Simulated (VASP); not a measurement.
Here is a VASP 6.6.1 calculation.

Contents of INCAR:

```
PREC = Accurate ; ENCUT = 520
EDIFF = 1E-6 ; ISMEAR = 0
SIGMA = 0.1 ; LREAL = False
LASPH = True ; NELM = 150
ALGO = Normal ; ISIF = 2
LWAVE = False ; LCHARG = False
ISPIN = 2 ; MAGMOM = 0 0.61 0.61 0.61 0
LORBIT = 11 ; LMAXMIX = 4
GGA = PE ; NBANDS = 31
```

File KPOINTS:

```
Automatic mesh
0
Gamma
  10 10 10
```

The input POSCAR:

```
NaOs3F
1.0
    4.2924646771      0.0000000000      0.0000000000
    0.0000000000      4.2924646771      0.0000000000
    0.0000000000      0.0000000000      4.2924646771
Na Os F
1 3 1
Direct
    0.0000000000      0.0000000000      0.0000000000
    0.0000000000      0.5000000000      0.5000000000
    0.5000000000      0.0000000000      0.5000000000
    0.5000000000      0.5000000000      0.0000000000
    0.5000000000      0.5000000000      0.5000000000
```

Potentials or basis: VASP PAW PBE potentials, release 64 (Na_pv, Os, F).

Launch:

```sh
$ cat potpaw_PBE.64/Na_pv/POTCAR potpaw_PBE.64/Os/POTCAR potpaw_PBE.64/F/POTCAR > POTCAR
$ mpirun -np 1 vasp_std > vasp.out
```

**Question.** Estimate the pressure.

**Answer.** 0.3 GPa.

**Question.** Predict the net moment.

**Answer.** 2.24 μB per cell.

**Question.** Predict the site moments.

**Answer.** Na -0.01; Os +0.72; F +0.03 μB.
